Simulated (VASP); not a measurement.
Write the native input for VASP 6.6.1 that does the following.

```yaml
Task: single point
Functional: HSE06
Potentials_or_basis: VASP PAW PBE potentials, release 64 (Be, C)
Cutoff: 520 eV
k_mesh: 4 × 4 × 4
Occupations: gaussian, width 0.1 eV
Spin: no spin polarisation
Dipole_correction: no
Grid_for_exact_exchange_PRECFOCK: Normal
Further_INCAR_settings: ALGO = Normal; EDIFF = 1e-06; NBANDS = 11
Screening_parameter: 0.2079 1/Å
```

Crystal: Be2C.

```xyz
3
Lattice="0.0000 2.1977 2.1977 2.1977 0.0000 2.1977 2.1977 2.1977 0.0000" Properties=species:S:1:pos:R:3 pbc="T T T"
Be    3.2966    3.2966    3.2966
Be    1.0989    1.0989    1.0989
C     0.0000    0.0000    0.0000
```

One way to write it, as run:

POSCAR

```
Be2C
1.0
    0.0000000000      2.1977090934      2.1977090934
    2.1977090934      0.0000000000      2.1977090934
    2.1977090934      2.1977090934      0.0000000000
Be C
2 1
Direct
    0.7500000000      0.7500000000      0.7500000000
    0.2500000000      0.2500000000      0.2500000000
    0.0000000000      0.0000000000      0.0000000000
```

INCAR.step1

```
SYSTEM = Be2C
  PREC = Accurate
  ENCUT = 520
  EDIFF = 1E-5
  ISMEAR = 0
  SIGMA = 0.1
  LREAL = .FALSE.
  LASPH = .TRUE.
  NELM = 120
  ALGO = Normal
  ISIF = 2
  LWAVE = .TRUE.
  LCHARG = .FALSE.
  NBANDS = 11
  GGA = PE
  GGA_COMPAT = .FALSE.
```

INCAR.step2

```
SYSTEM = Be2C
  PREC = Accurate
  ENCUT = 520
  EDIFF = 1E-6
  ISMEAR = 0
  SIGMA = 0.1
  LREAL = .FALSE.
  LASPH = .TRUE.
  NELM = 120
  ALGO = Normal
  ISIF = 2
  LWAVE = .FALSE.
  LCHARG = .FALSE.
  GGA = PE
  LHFCALC = .TRUE.
  HFSCREEN = 0.2079
  PRECFOCK = Normal
  NBANDS = 11
  ISTART = 1
  GGA_COMPAT = .FALSE.
```

KPOINTS

```
regular mesh
0
G
  4 4 4
  0 0 0
```

Potentials or basis: VASP PAW PBE potentials, release 64 (Be, C).

Launch:

```console
$ cat potpaw_PBE.64/Be/POTCAR potpaw_PBE.64/C/POTCAR > POTCAR
$ cp INCAR.step1 INCAR
$ mpirun -np 1 vasp_std > vasp.out
$ cp INCAR.step2 INCAR
$ mpirun -np 1 vasp_std > vasp.out
```

It gave:

```yaml
Pressure: -11.6 GPa
Band_gap_on_the_k_mesh: 1.88 eV, indirect (least direct gap 5.02 eV)
```

Caveat: the k points lie up to 0.62 Å⁻¹ apart; the PAW data sets were made with another functional, which shifts forces and pressure a little.

Wall time 31 s on 1 thread of Intel(R) Xeon(R) 6975P-C (Granite Rapids), on a shared host, peak memory 0.23 GiB.
